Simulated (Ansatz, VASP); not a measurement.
## Two plane-wave programs on Ge

```
CELL_PARAMETERS angstrom
-1.60842 1.60842 1.87318
1.60842 -1.60842 1.87318
1.60842 1.60842 -1.87318
ATOMIC_POSITIONS crystal
Ge 0.50000 0.50000 0.00000
```

Alike in both runs: functional BLYP; k mesh 12 × 12 × 12; occupations fermi-dirac, width 0.05 eV; no spin polarisation.

|  | VASP | Ansatz |
| --- | --- | --- |
| version | VASP 6.6.1 | Ansatz 0.2.0 |
| potentials or method | VASP PAW PBE potentials, release 64 (Ge_d) | Ansatz PAW |
| plane-wave cutoff (eV) | 520 | 420 |
| valence electrons in the cell | 14 | 14 |
| task | single point | band structure |

|  | VASP | Ansatz | Ansatz less VASP |
| --- | --- | --- | --- |
| gap on the k mesh at the Fermi level (eV) | none | none | - |
| pressure (GPa) | 7.1 | 7.1 | +0.01 |
| traceless stress, the component that is largest in VASP (GPa) | 0.39 | 0.40 | +0.018 |

VASP's potentials were made for PBE, not for BLYP. A gap of «none» marks a metal or a gap that the smearing closes.
